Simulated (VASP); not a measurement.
# Bi (R-3m) in VASP: a series of runs, part 2 of 2

VASP 6.6.1.

**4. Relaxation of cell and atoms, PBE+D3(BJ)**

This run uses another cell than the first one, of 35.07 Å³/atom, 0.985 times its volume.

The input, INCAR:

```
ALGO = Normal ; EDIFF = 1E-6
EDIFFG = -0.005 ; ENCUT = 600
GGA = PE ; IBRION = 2
ISIF = 3 ; ISMEAR = -1
IVDW = 12 ; LASPH = True
LCHARG = False ; LREAL = False
LWAVE = False ; NELM = 100
NSW = 80 ; PREC = Accurate
SIGMA = 0.02
```

The input, KPOINTS:

```
k-points
0
Gamma
  6 6 6
```

The input, POSCAR:

```
Bi
1.0
    2.2675000000      1.3091417354      3.9380000000
   -2.2675000000      1.3091417354      3.9380000000
    0.0000000000     -2.6182834708      3.9380000000
Bi
2
Direct
    0.2340000000      0.2340000000      0.2340000000
    0.7660000000      0.7660000000      0.7660000000
```

Potentials or basis: VASP PAW PBE potentials, release 64 (Bi_d).

Started as:

```
> cat potpaw_PBE.64/Bi_d/POTCAR > POTCAR
> mpirun -np 1 vasp_std > vasp.out
```

OUTCAR:

```text
EDIFF = 1E-6
   EDIFFG = -0.005
   ENCUT = 600
   GGA = PE
   IBRION = 2
   ISIF = 3
   ISMEAR = -1
   IVDW = 12
   LASPH = True
   LREAL = False
   NELM = 100
   NSW = 80
   PREC = Accurate
 IVDW          = 12

 ion  position               nearest neighbor table
   1  0.234  0.234  0.234-   2 3.06   2 3.06   2 3.06   2 3.52   2 3.52   2 3.52
   2  0.766  0.766  0.766-   1 3.06   1 3.06   1 3.06   1 3.52   1 3.52   1 3.52

  LATTYP: Found a trigonal (rhomboedric) cell.
 ALAT       =     4.7289800521
 COS(alpha) =     0.5401781303

  Lattice vectors:

 A1 = (   2.2675000000,   1.3091417354,   3.9380000000)
 A2 = (  -2.2675000000,   1.3091417354,   3.9380000000)
 A3 = (   0.0000000000,  -2.6182834708,   3.9380000000)

Analysis of symmetry for initial positions (statically):
=====================================================================
 Subroutine PRICEL returns:
 Original cell was already a primitive cell.

 Routine SETGRP: Setting up the symmetry group for a
 trigonal (rhombohedral) supercell.

 Subroutine GETGRP returns: Found 12 space group operations
 (whereof 12 operations were pure point group operations)
 out of a pool of 12 trial point group operations.

The static configuration has the point symmetry D_3d.
[... 5 lines left out ...]

 Routine SETGRP: Setting up the symmetry group for a
 trigonal (rhombohedral) supercell.

 Subroutine GETGRP returns: Found 12 space group operations
 (whereof 12 operations were pure point group operations)
 out of a pool of 12 trial point group operations.

The dynamic configuration has the point symmetry D_3d.

 Subroutine INISYM returns: Found 12 space group operations
 (whereof 12 operations are pure point group operations),
 and found     1 'primitive' translations

----------------------------------------------------------------------------------------

                                     Primitive cell

  volume of cell :      70.1392

  direct lattice vectors                    reciprocal lattice vectors
     2.267500000  1.309141735  3.938000000     0.220507166  0.127309872  0.084645336
    -2.267500000  1.309141735  3.938000000    -0.220507166  0.127309872  0.084645336
     0.000000000 -2.618283471  3.938000000     0.000000000 -0.254619744  0.084645336

  length of vectors
     4.728980052  4.728980052  4.728980052     0.268320791  0.268320791  0.268320791

  position of ions in fractional coordinates (direct lattice)
     0.234000000  0.234000000  0.234000000
     0.766000000  0.766000000  0.766000000

  ion indices of the primitive-cell ions
   primitive index   ion index
                 1           1
                 2           2

----------------------------------------------------------------------------------------

 KPOINTS: k-points

Automatic generation of k-mesh.
 Grid dimensions read from file:
 generate k-points for:    6    6    6

 Generating k-lattice:

  Cartesian coordinates                     Fractional coordinates (reciprocal lattice)
     0.036751194  0.021218312  0.014107556     0.166666667 -0.000000000  0.000000000
    -0.036751194  0.021218312  0.014107556    -0.000000000  0.166666667  0.000000000
     0.000000000 -0.042436624  0.014107556     0.000000000  0.000000000  0.166666667

  Length of vectors
     0.044720132  0.044720132  0.044720132

  Shift w.r.t. Gamma in fractional coordinates (k-lattice)
     0.000000000  0.000000000  0.000000000

 Subroutine IBZKPT returns following result:
 ===========================================

 Found     32 irreducible k-points:

 Following reciprocal coordinates:
            Coordinates               Weight
  0.000000  0.000000  0.000000      1.000000
  0.166667  0.000000 -0.000000      6.000000
  0.333333  0.000000  0.000000      6.000000
  0.500000  0.000000  0.000000      3.000000
  0.166667  0.166667 -0.000000      6.000000
  0.333333  0.166667  0.000000     12.000000
[... 16 lines left out ...]
  0.500000  0.500000  0.166667      6.000000
 -0.333333  0.500000  0.166667     12.000000
 [... further k-points ...]
   k-points           NKPTS =     32   k-points in BZ     NKDIM =     32   number of bands    NBANDS=     19
   number of dos      NEDOS =    301   number of ions     NIONS =      2
   total plane-waves  NPLWV =  64000
   dimension x,y,z NGX =    40 NGY =   40 NGZ =   40
   dimension x,y,z NGXF=    80 NGYF=   80 NGZF=   80
   ions per type =               2
   NGX,Y,Z   is equivalent  to a cutoff of  14.06, 14.06, 14.06 a.u.
   NGXF,Y,Z  is equivalent  to a cutoff of  28.12, 28.12, 28.12 a.u.
 SYSTEM =  unknown system
   PREC   = accura    normal or accurate (medium, high low for compatibility)
   ISTART =      0    job   : 0-new  1-cont  2-samecut
   ICHARG =      2    charge: 1-file 2-atom 10-const
   ISPIN  =      1    spin polarized calculation?
   LNONCOLLINEAR =      F non collinear calculations
   LSORBIT =      F    spin-orbit coupling
   LASPH  =      T    aspherical Exc in radial PAW
   ENCUT  =  600.0 eV  44.10 Ry    6.64 a.u.   9.44  9.44  9.44*2*pi/ulx,y,z
   NELM   =    100;   NELMIN=  2; NELMDL= -5     # of ELM steps
   EDIFF  = 0.1E-05   stopping-criterion for ELM
   LREAL  =      F    real-space projection
   EDIFFG = -.5E-02   stopping-criterion for IOM
   NSW    =     80    number of steps for IOM
   IBRION =      2    ionic relax: 0-MD 1-quasi-New 2-CG
   NFREE  =      1    steps in history (QN), initial steepest desc. (CG)
   ISIF   =      3    stress and relaxation
   ISYM   =      2    0-nonsym 1-usesym 2-fastsym
   POTIM  = 0.5000    time-step for ionic-motion
   TEBEG  =    0.0;   TEEND  =   0.0 temperature during run
   PSTRESS=    0.0 pullay stress
   NELECT =      30.0000    total number of electrons
   NUPDOWN=      -1.0000    fix difference up-down
   EMIN   =  10.00;   EMAX   =-10.00  energy-range for DOS
   EFERMI =   0.00;   METHOD = LEGACY
   ISMEAR =    -1;   SIGMA  =   0.02  broadening in eV -4-tet -1-fermi 0-gaus
   EFERMI_NEDOS =   21; number of points for ismear=-14 and -15
   IALGO  =     38    algorithm
   IMIX   =      4    mixing-type and parameters
     AMIX     =   0.40;   BMIX     =  1.00
     AMIX_MAG =   1.60;   BMIX_MAG =  1.00
  volume/ion in A,a.u.               =      35.07       236.66
  Fermi-wavevector in a.u.,A,eV,Ry     =   1.233469  2.330919 20.700530  1.521446
  Thomas-Fermi vector in A             =   2.368198
   LORBIT       =      0    0 simple, 1 ext, 2 COOP (PROOUT), +10 PAW based schemes
   GGA     = PE    functional components
   LHFCALC =     F    Hartree Fock is set to
   AEXX    =    0.0000 exact exchange contribution
   IVDW    =    12    specifies the selected vdW correction
   LEPSILON=     F    determine dielectric tensor
   LRPA    =     F    only Hartree local field effects (RPA)
 conjugate gradient relaxation of ions
 non-spin polarized calculation
  energy-cutoff  :      600.00
  volume of cell :       70.14
 maximum number of plane-waves:      2363
 NGX is ok and might be reduce to    40
   NGX = 19   NGY = 19   NGZ = 19

--------------------------------------- Ionic step        1  -------------------------------------------

 number of electron      30.0000001 magnetization

 Free energy of the ion-electron system (eV)
  ---------------------------------------------------
  ext. energy  EPLUGINS =         0.00000000
  ---------------------------------------------------
  free energy    TOTEN  =        -7.77458028 eV

  energy without entropy =       -7.77350984  energy(sigma->0) =       -7.77404506

------------------------ aborting loop because EDIFF is reached ----------------------------------------

 Edisp (eV)   -0.91035

 E8    (eV) :    -0.4524
[... 105 lines left out ...]
  FREE ENERGIE OF THE ION-ELECTRON SYSTEM (eV)
  ---------------------------------------------------
  free  energy   TOTEN  =        -8.6865354834 eV

  energy  without entropy=       -8.6855312275  energy(sigma->0) =       -8.68603336

[... ionic steps 4 to 9 ...]

--------------------------------------- Ionic step       10  -------------------------------------------

 number of electron      30.0000002 magnetization

------------------------ aborting loop because EDIFF is reached ----------------------------------------
[... 75 lines left out ...]
--------------------------------------- Ionic step       12  -------------------------------------------

 number of electron      30.0000002 magnetization

 Free energy of the ion-electron system (eV)
  ---------------------------------------------------
  ext. energy  EPLUGINS =         0.00000000
  ---------------------------------------------------
  free energy    TOTEN  =        -7.77035465 eV

  energy without entropy =       -7.76936437  energy(sigma->0) =       -7.76985951

 E-fermi :   6.3659     XC(G=0):  -9.5834

 val. band max:        6.3618857512   @ k =  -0.3333   0.5000   0.3333
 cond. band min:       6.8871653679   @ k =   0.5000   0.0000   0.0000
 fundamental gap:      0.5252796167
 Fermi energy:         6.3659054823

 k-point     1 :       0.0000    0.0000    0.0000
  band No.  band energies     occupation
      1     -16.4900      2.00000
      2     -16.4900      2.00000
      3     -16.3371      2.00000
      4     -16.3371      2.00000
      5     -16.3248      2.00000
      6     -16.1503      2.00000
[... 505 lines left out ...]
      6     -16.2246      2.00000
[... 11 lines left out ...]
     18      12.0916      0.00000
     19      12.5399      0.00000

 [... further k-points ...]

------------------------ aborting loop because EDIFF is reached ----------------------------------------

 Edisp (eV)   -0.91669

 E8    (eV) :    -0.4555
[... 25 lines left out ...]
  FREE ENERGIE OF THE ION-ELECTRON SYSTEM (eV)
  ---------------------------------------------------
  free  energy   TOTEN  =        -8.6870471102 eV

  energy  without entropy=       -8.6860568368  energy(sigma->0) =       -8.68655197

 reached required accuracy - stopping structural energy minimisation
```

It took 2.9 min on 1 thread of Intel Xeon 6975P-C (Granite Rapids), shared host; peak memory 0.27 GiB.

Results:

```
Free energy                            : -8.6870 eV
Relaxed volume                         : 34.83 Å³/atom
Relaxed cell                           : a = 4.716 Å, b = 4.716 Å, c = 4.716 Å, α = 57.37°, β = 57.37°, γ = 57.37°
Space group after relaxing (to 0.05 Å) : R-3m (No. 166)
Energy gained by relaxing              : 1.1 meV/atom
Ionic steps                            : 12
Pressure after relaxing                : 0.0 GPa
Band gap on the k mesh                 : zero (band 15 reaches 6.36 eV, above the bottom of band 16 at 6.20 eV)
Dispersion energy per atom             : -0.458 eV
```

Step by step:
```tsv
step	energy change (eV)	largest force (eV/Å)	pressure (GPa)	volume (Å³)
1	0.0000	0.1256	0.01	70.14
2	-0.0012	0.0663	-0.12	70.17
3	-0.0016	0.0070	-0.25	70.20
4	-0.0020	0.0062	0.13	69.53
5	-0.0020	0.0083	0.02	69.70
6	-0.0021	0.0007	-0.01	69.68
7	-0.0021	0.0128	-0.01	69.63
8	-0.0021	0.0061	0.02	69.65
9	-0.0021	0.0018	0.02	69.66
10	-0.0021	0.0053	0.00	69.66
11	-0.0021	0.0064	0.00	69.66
12	-0.0021	0.0015	0.00	69.66
```

Final structure:
```
Bi
1.0
     2.26347    1.30682    3.92518
    -2.26347    1.30682    3.92518
     0.00000   -2.61363    3.92518
Bi
2
Direct
  0.23548 0.23548 0.23548
  0.76452 0.76452 0.76452
```

Levels at points of the mesh, in eV from the Fermi level:
```csv
k point,band 13,band 14,band 15,band 16,band 17,band 18
"(0.00, 0.00, 0.00)",-1.44,-1.13,-1.13,2.72,3.09,3.09
"(0.50, 0.00, 0.00)",-1.18,-1.01,-0.18,-0.16,0.52,1.00
"(0.50, 0.50, 0.00)",-4.68,-3.00,-2.84,2.50,5.07,5.50
"(0.50, 0.50, 0.50)",-0.76,-0.46,-0.46,0.71,0.71,0.76
```

Caveat: spin-orbit coupling is left out, which moves the levels of the heavy elements; pairwise dispersion overbinds metals, which lowers pressure and volume.

**5. Summary**

```tsv
task	level	potentials or basis	cell	k mesh	cutoff (eV)	gap on the mesh (eV)	pressure (GPa)	relaxed volume (Å³/atom)
single point	LDA	VASP PAW LDA potentials, release 64 (Bi_d)	a = 4.795 Å, angles 56.3°, 2 atoms	8 × 8 × 8	520	none	-1.7	-
relaxation of cell and atoms	PBE+D4	VASP PAW PBE potentials, release 64 (Bi_d)	relaxed from a = 4.720 Å, angles 57.3°, 2 atoms	6 × 6 × 6	600	none	0.0	34.77
relaxation of cell and atoms	PBE+D3(BJ)	VASP PAW PBE potentials, release 64 (Bi_d)	relaxed from a = 4.729 Å, angles 57.3°, 2 atoms	6 × 6 × 6	600	none	0.0	34.83
```

Alike in all rows: no spin polarisation; smearing fermi-dirac 0.02 eV.

Caveats: spin-orbit coupling is left out, which moves the levels of the heavy elements; pairwise dispersion overbinds metals, which lowers pressure and volume (some runs).

Total energies depend on the potentials used, so only differences within one code and one set of settings carry meaning.
